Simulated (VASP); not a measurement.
# Sn in VASP: further runs

Runs on Sn. Level: PBEsol. Tasks: single point.

All numbers are computed with VASP 6.6.1; they aren't measurements. Logs are shortened: lines on timing, memory, paths and dates and some standing lists are left out, and cuts for length are marked.

### 1 The cell of the first run

Symmetry: Im-3m, No. 229, cubic system. The conventional cell has a = 3.932 Å, b = 3.932 Å, c = 3.932 Å, α = 90.00°, β = 90.00°, γ = 90.00°. Within 4.5 Å of Sn (site symmetry m-3m) lie 14 Sn at 3.41 to 3.93 Å.

This isn't the form of Sn at room conditions, which is tetragonal (white tin).

### 2 Single point, PBEsol (strain +0.050 along x and y, +0.050 along z)

Input file INCAR:

```
PREC = Accurate
ENCUT = 520
EDIFF = 1E-6
ISMEAR = 0
SIGMA = 0.15
LREAL = F
LASPH = T
NELM = 100
ALGO = Fast
ISIF = 2
LWAVE = F
LCHARG = F
GGA = PS
NBANDS = 13
```

Input file KPOINTS:

```
regular mesh
0
Gamma
  22 22 22
```

Input file POSCAR:

```
Sn
1.0
   -1.9660147734      1.9660147734      1.9660147734
    1.9660147734     -1.9660147734      1.9660147734
    1.9660147734      1.9660147734     -1.9660147734
Sn
1
Direct
    0.0000000000      0.0000000000      0.0000000000
```

Potentials or basis: VASP PAW PBE potentials, release 64 (Sn_d).

On the command line:

```bash
cat potpaw_PBE.64/Sn_d/POTCAR > POTCAR
mpirun -np 1 vasp_std > vasp.out
```

OUTCAR:

```text
PREC = Accurate
   ENCUT = 520
   EDIFF = 1E-6
   ISMEAR = 0
   LREAL = F
   LASPH = T
   NELM = 100
   ISIF = 2
   GGA = PS

 ion  position               nearest neighbor table
   1  0.000  0.000  0.000-

  LATTYP: Found a body centered cubic cell.
 ALAT       =     3.9320295468

  Lattice vectors:

 A1 = (  -1.9660147734,   1.9660147734,   1.9660147734)
 A2 = (   1.9660147734,  -1.9660147734,   1.9660147734)
 A3 = (   1.9660147734,   1.9660147734,  -1.9660147734)

Analysis of symmetry for initial positions (statically):
=====================================================================
 Subroutine PRICEL returns:
 Original cell was already a primitive cell.

 Routine SETGRP: Setting up the symmetry group for a
 body centered cubic supercell.

 Subroutine GETGRP returns: Found 48 space group operations
 (whereof 48 operations were pure point group operations)
 out of a pool of 48 trial point group operations.

The static configuration has the point symmetry O_h .

Analysis of symmetry for dynamics (positions and initial velocities):
=====================================================================
 Subroutine PRICEL returns:
 Original cell was already a primitive cell.

 Routine SETGRP: Setting up the symmetry group for a
 body centered cubic supercell.

 Subroutine GETGRP returns: Found 48 space group operations
 (whereof 48 operations were pure point group operations)
 out of a pool of 48 trial point group operations.

The dynamic configuration has the point symmetry O_h .

 Subroutine INISYM returns: Found 48 space group operations
 (whereof 48 operations are pure point group operations),
 and found     1 'primitive' translations

----------------------------------------------------------------------------------------

                                     Primitive cell

  volume of cell :      30.3963

  direct lattice vectors                    reciprocal lattice vectors
    -1.966014773  1.966014773  1.966014773     0.000000000  0.254321588  0.254321588
     1.966014773 -1.966014773  1.966014773     0.254321588  0.000000000  0.254321588
     1.966014773  1.966014773 -1.966014773     0.254321588  0.254321588  0.000000000

  length of vectors
     3.405237476  3.405237476  3.405237476     0.359665040  0.359665040  0.359665040

  position of ions in fractional coordinates (direct lattice)
     0.000000000  0.000000000  0.000000000

  ion indices of the primitive-cell ions
   primitive index   ion index
                 1           1

----------------------------------------------------------------------------------------

 KPOINTS: regular mesh

Automatic generation of k-mesh.
 Grid dimensions read from file:
 generate k-points for:   22   22   22

 Generating k-lattice:

  Cartesian coordinates                     Fractional coordinates (reciprocal lattice)
     0.000000000  0.011560072  0.011560072     0.045454545  0.000000000  0.000000000
     0.011560072  0.000000000  0.011560072     0.000000000  0.045454545  0.000000000
     0.011560072  0.011560072  0.000000000     0.000000000  0.000000000  0.045454545

  Length of vectors
     0.016348411  0.016348411  0.016348411

  Shift w.r.t. Gamma in fractional coordinates (k-lattice)
     0.000000000  0.000000000  0.000000000

 Subroutine IBZKPT returns following result:
 ===========================================

 Found    328 irreducible k-points:

 Following reciprocal coordinates:
            Coordinates               Weight
  0.000000  0.000000  0.000000      1.000000
  0.045455  0.000000  0.000000     12.000000
  0.090909  0.000000  0.000000     12.000000
  0.136364  0.000000  0.000000     12.000000
  0.181818  0.000000  0.000000     12.000000
  0.227273  0.000000  0.000000     12.000000
[... 16 lines left out ...]
  0.090909  0.090909  0.000000     24.000000
  0.136364  0.090909 -0.000000     48.000000
 [... further k-points ...]
   k-points           NKPTS =    328   k-points in BZ     NKDIM =    328   number of bands    NBANDS=     13
   number of dos      NEDOS =    301   number of ions     NIONS =      1
   total plane-waves  NPLWV =  21952
   dimension x,y,z NGX =    28 NGY =   28 NGZ =   28
   dimension x,y,z NGXF=    56 NGYF=   56 NGZF=   56
   ions per type =               1
   NGX,Y,Z   is equivalent  to a cutoff of  13.67, 13.67, 13.67 a.u.
   NGXF,Y,Z  is equivalent  to a cutoff of  27.34, 27.34, 27.34 a.u.
 SYSTEM =  unknown system
   PREC   = accura    normal or accurate (medium, high low for compatibility)
   ISTART =      0    job   : 0-new  1-cont  2-samecut
   ICHARG =      2    charge: 1-file 2-atom 10-const
   ISPIN  =      1    spin polarized calculation?
   LNONCOLLINEAR =      F non collinear calculations
   LSORBIT =      F    spin-orbit coupling
   LASPH  =      T    aspherical Exc in radial PAW
   ENCUT  =  520.0 eV  38.22 Ry    6.18 a.u.   6.33  6.33  6.33*2*pi/ulx,y,z
   NELM   =    100;   NELMIN=  2; NELMDL= -5     # of ELM steps
   EDIFF  = 0.1E-05   stopping-criterion for ELM
   LREAL  =      F    real-space projection
   EDIFFG = 0.1E-04   stopping-criterion for IOM
   NSW    =      0    number of steps for IOM
   IBRION =     -1    ionic relax: 0-MD 1-quasi-New 2-CG
   NFREE  =      0    steps in history (QN), initial steepest desc. (CG)
   ISIF   =      2    stress and relaxation
   ISYM   =      2    0-nonsym 1-usesym 2-fastsym
   POTIM  = 0.5000    time-step for ionic-motion
   TEBEG  =    0.0;   TEEND  =   0.0 temperature during run
   PSTRESS=    0.0 pullay stress
   NELECT =      14.0000    total number of electrons
   NUPDOWN=      -1.0000    fix difference up-down
   EMIN   =  10.00;   EMAX   =-10.00  energy-range for DOS
   EFERMI =   0.00;   METHOD = LEGACY
   ISMEAR =     0;   SIGMA  =   0.15  broadening in eV -4-tet -1-fermi 0-gaus
   EFERMI_NEDOS =   21; number of points for ismear=-14 and -15
   IALGO  =     68    algorithm
   IMIX   =      4    mixing-type and parameters
     AMIX     =   0.40;   BMIX     =  1.00
     AMIX_MAG =   1.60;   BMIX_MAG =  1.00
  volume/ion in A,a.u.               =      30.40       205.12
  Fermi-wavevector in a.u.,A,eV,Ry     =   1.264282  2.389147 21.747686  1.598410
  Thomas-Fermi vector in A             =   2.397596
   LORBIT       =      0    0 simple, 1 ext, 2 COOP (PROOUT), +10 PAW based schemes
   GGA     = PS    functional components
   LHFCALC =     F    Hartree Fock is set to
   AEXX    =    0.0000 exact exchange contribution
   IVDW    =     0    specifies the selected vdW correction
   LEPSILON=     F    determine dielectric tensor
   LRPA    =     F    only Hartree local field effects (RPA)
 non-spin polarized calculation
 RMM-DIIS sequential band-by-band and
 Gauss-broadening in eV      SIGMA  =   0.15
  energy-cutoff  :      520.00
  volume of cell :       30.40
 maximum number of plane-waves:       856
 NGX is ok and might be reduce to    28
   NGX = 13   NGY = 13   NGZ = 13

 number of electron      13.9999998 magnetization

 Free energy of the ion-electron system (eV)
  ---------------------------------------------------
  ext. energy  EPLUGINS =         0.00000000
  ---------------------------------------------------
  free energy    TOTEN  =        -4.14209388 eV

  energy without entropy =       -4.13407771  energy(sigma->0) =       -4.13808579

 E-fermi :   6.6472     XC(G=0):  -9.9921

 val. band max:        6.6462711619   @ k =  -0.4091   0.4091   0.4091
 cond. band min:       6.6556089087   @ k =   0.2273   0.1818   0.1818
 fundamental gap:      0.0093377468
 Fermi energy:         6.6472255730

 k-point     1 :       0.0000    0.0000    0.0000
  band No.  band energies     occupation
      1     -14.7585      2.00000
      2     -14.7585      2.00000
      3     -14.7585      2.00000
      4     -14.6595      2.00000
      5     -14.6595      2.00000
      6      -3.6851      2.00000
      7      13.6200      0.00000
      8      13.6200      0.00000
      9      13.6200      0.00000
     10      18.5157      0.00000
     11      18.5169      0.00000
     12      18.5211      0.00000
     13      18.6183      0.00000

 k-point     2 :       0.0455    0.0000    0.0000
  band No.  band energies     occupation
      1     -14.7591      2.00000
      2     -14.7575      2.00000
      3     -14.7554      2.00000
      4     -14.6602      2.00000
      5     -14.6596      2.00000
      6      -3.6443      2.00000
      7      13.2551      0.00000
      8      13.4663      0.00000
      9      13.5764      0.00000
     10      17.7063      0.00000
     11      17.8562      0.00000
     12      18.3672      0.00000
     13      18.8380      0.00000

 k-point     3 :       0.0909    0.0000    0.0000
  band No.  band energies     occupation
      1     -14.7610      2.00000
      2     -14.7545      2.00000
      3     -14.7462      2.00000
      4     -14.6623      2.00000
      5     -14.6600      2.00000
      6      -3.5219      2.00000
      7      12.3343      0.00000
      8      13.0729      0.00000
      9      13.4478      0.00000
     10      16.9144      0.00000
     11      17.2194      0.00000
     12      18.1428      0.00000
     13      19.2717      0.00000
[... 305 lines left out ...]
 k-point    23 :       0.0909    0.0909    0.0000
  band No.  band energies     occupation
      1     -14.7614      2.00000
      2     -14.7528      2.00000
      3     -14.7225      2.00000
      4     -14.6671      2.00000
      5     -14.6607      2.00000
      6      -3.1957      2.00000
      7      10.7506      0.00000
      8      12.0682      0.00000
      9      12.8563      0.00000
     10      16.4856      0.00000
     11      16.5371      0.00000
     12      18.1426      0.00000
     13      19.4658      0.00000

 k-point    24 :       0.1364    0.0909   -0.0000
  band No.  band energies     occupation
      1     -14.7638      2.00000
      2     -14.7486      2.00000
      3     -14.7050      2.00000
      4     -14.6702      2.00000
      5     -14.6614      2.00000
      6      -2.9110      2.00000
      7       9.6775      0.00000
      8      11.3506      0.00000
      9      12.5237      0.00000
     10      16.0796      0.00000
     11      16.4899      0.00000
     12      18.0865      0.00000
     13      19.9688      0.00000

 [... further k-points ...]
[... 5 lines left out ...]
  --------------------------------------------------------------------------------------
  -------------------------------------------------------------------------------------
  Total       -1.1056995     -1.1056995     -1.1056995      0.0000000     -0.0000000     -0.0000000
  in kB      -58.2810521    -58.2810521    -58.2810521      0.0000000     -0.0000000     -0.0000000
  external PRESSURE =     -58.2810521 kB  Pullay stress =       0.0000000 kB

 VOLUME and BASIS-vectors are now :
 -----------------------------------------------------------------------------
  energy-cutoff  :      520.00
  volume of cell :       30.40
      direct lattice vectors                 reciprocal lattice vectors
    -1.966014773  1.966014773  1.966014773     0.000000000  0.254321588  0.254321588
     1.966014773 -1.966014773  1.966014773     0.254321588  0.000000000  0.254321588
     1.966014773  1.966014773 -1.966014773     0.254321588  0.254321588  0.000000000

 POSITION                                       TOTAL-FORCE (eV/Angst)
 -----------------------------------------------------------------------------------
      0.00000      0.00000      0.00000        -0.000000      0.000000      0.000000
 -----------------------------------------------------------------------------------
    total drift:                               -0.000000     -0.000000     -0.000000

  FREE ENERGIE OF THE ION-ELECTRON SYSTEM (eV)
  ---------------------------------------------------
  free  energy   TOTEN  =        -4.1420938827 eV

  energy  without entropy=       -4.1340777063  energy(sigma->0) =       -4.13808579
```

Wall time 58 s (1 thread of Intel Xeon 6975P-C (Granite Rapids), shared host); peak memory 0.24 GiB.

What came out:

| Property | Result |
| --- | --- |
| Free energy | -4.1421 eV |
| Pressure | -5.8 GPa |
| Band gap on the k mesh | zero (bands 7 and 8 overlap by 9.04 eV) |

Caveat: the cell differs from its parent crystal (strain +0.050 along x and y, +0.050 along z); the cell stands under tension; the PAW data sets were made with another functional, which shifts forces and pressure a little; spin-orbit coupling is left out, which moves the levels of the heavy elements.

### 3 Single point, PBEsol (strain -0.050 along x and y, -0.025 along z)

Edit INCAR of step 2 so:

```diff
@@ -7,3 +7,3 @@
 LASPH = T
-NELM = 100
+NELM = 60
 ALGO = Fast
```

Input file KPOINTS:

```
Automatic mesh
0
Gamma
  22 22 22
```

Input file POSCAR:

```
Sn
1.0
   -1.7787752712      1.7787752712      1.8255851467
    1.7787752712     -1.7787752712      1.8255851467
    1.7787752712      1.7787752712     -1.8255851467
Sn
1
Direct
    0.0000000000      0.0000000000      0.0000000000
```

Potentials or basis: VASP PAW PBE potentials, release 64 (Sn_d).

On the command line:

```bash
cat potpaw_PBE.64/Sn_d/POTCAR > POTCAR
mpirun -np 1 vasp_std > vasp.out
```

Wall time 83 s (1 thread of Intel Xeon 6975P-C (Granite Rapids), shared host); peak memory 0.33 GiB.

Results (log left out):

```yaml
Free_energy: -4.1562 eV
Pressure: 9.2 GPa
Band_gap_on_the_k_mesh: zero (bands 7 and 8 overlap by 12.41 eV)
```

Stress tensor (GPa, compression positive):
```
9.26 0.00 0.00
0.00 9.26 0.00
0.00 0.00 9.06
```

Levels at points of the mesh, in eV from the Fermi level:
| k point | band 3 | band 4 | band 5 | band 6 | band 7 | band 8 | band 9 | band 10 | band 11 | band 12 |
| --- | --- | --- | --- | --- | --- | --- | --- | --- | --- | --- |
| (0.00, 0.00, 0.00) | -21.54 | -21.34 | -21.32 | -12.36 | 9.48 | 9.66 | 9.66 | 12.22 | 12.61 | 12.61 |
| (0.50, 0.00, 0.00) | -21.35 | -21.33 | -21.19 | -6.65 | -5.32 | 4.34 | 6.17 | 9.07 | 9.17 | 15.96 |
| (0.50, 0.50, 0.00) | -21.33 | -21.33 | -21.19 | -6.45 | -5.23 | 3.96 | 5.67 | 8.60 | 8.72 | 17.13 |
| (0.50, 0.50, 0.50) | -21.23 | -21.22 | -21.22 | -1.46 | -1.02 | -0.46 | -0.46 | 3.74 | 3.98 | 19.13 |

Caveat: the cell differs from its parent crystal (strain -0.050 along x and y, -0.025 along z); the cell stands under pressure; the PAW data sets were made with another functional, which shifts forces and pressure a little; spin-orbit coupling is left out, which moves the levels of the heavy elements.

### 4 Single point, PBEsol (strain -0.050 along x and y, +0.000 along z)

Input file INCAR:

```
SYSTEM = Sn
ALGO = Fast
EDIFF = 1E-6
ENCUT = 520
GGA = PS
ISIF = 2
ISMEAR = 0
LASPH = .TRUE.
LCHARG = .FALSE.
LREAL = .FALSE.
LWAVE = .FALSE.
NBANDS = 13
NELM = 100
PREC = Accurate
SIGMA = 0.15
```

Input file KPOINTS:

```
k-points
0
G
  22 22 22
  0 0 0
```

Input file POSCAR:

```
Sn
1.0
   -1.7787752712      1.7787752712      1.8723950223
    1.7787752712     -1.7787752712      1.8723950223
    1.7787752712      1.7787752712     -1.8723950223
Sn
1
Direct
    0.0000000000      0.0000000000      0.0000000000
```

On the command line:

```bash
cat potpaw_PBE.64/Sn_d/POTCAR > POTCAR
mpirun -np 1 vasp_std > vasp.out
```

Wall time 96 s (1 thread of Intel Xeon 6975P-C (Granite Rapids), shared host); peak memory 0.33 GiB.

Results (log left out):

- Free energy: -4.1854 eV
- Pressure: 6.9 GPa
- Band gap on the k mesh: zero (bands 7 and 8 overlap by 11.93 eV)

Stress tensor (GPa, compression positive):
```
7.03 0.00 0.00
0.00 7.03 0.00
0.00 0.00 6.66
```

Levels at points of the mesh, in eV from the Fermi level:
| k point | band 3 | band 4 | band 5 | band 6 | band 7 | band 8 | band 9 | band 10 | band 11 | band 12 |
| --- | --- | --- | --- | --- | --- | --- | --- | --- | --- | --- |
| (0.00, 0.00, 0.00) | -21.53 | -21.36 | -21.32 | -12.16 | 9.08 | 9.38 | 9.38 | 11.94 | 12.75 | 12.75 |
| (0.50, 0.00, 0.00) | -21.37 | -21.34 | -21.21 | -6.70 | -5.22 | 4.36 | 6.23 | 9.10 | 9.12 | 15.05 |
| (0.50, 0.50, 0.00) | -21.34 | -21.33 | -21.20 | -6.31 | -5.05 | 3.64 | 5.26 | 8.21 | 8.26 | 17.36 |
| (0.50, 0.50, 0.50) | -21.25 | -21.24 | -21.24 | -1.74 | -1.33 | -0.27 | -0.27 | 3.68 | 4.10 | 19.01 |

Caveat: the cell differs from its parent crystal (strain -0.050 along x and y, +0.000 along z); the cell stands under pressure; the PAW data sets were made with another functional, which shifts forces and pressure a little; spin-orbit coupling is left out, which moves the levels of the heavy elements.

[end of part 1 of 2]
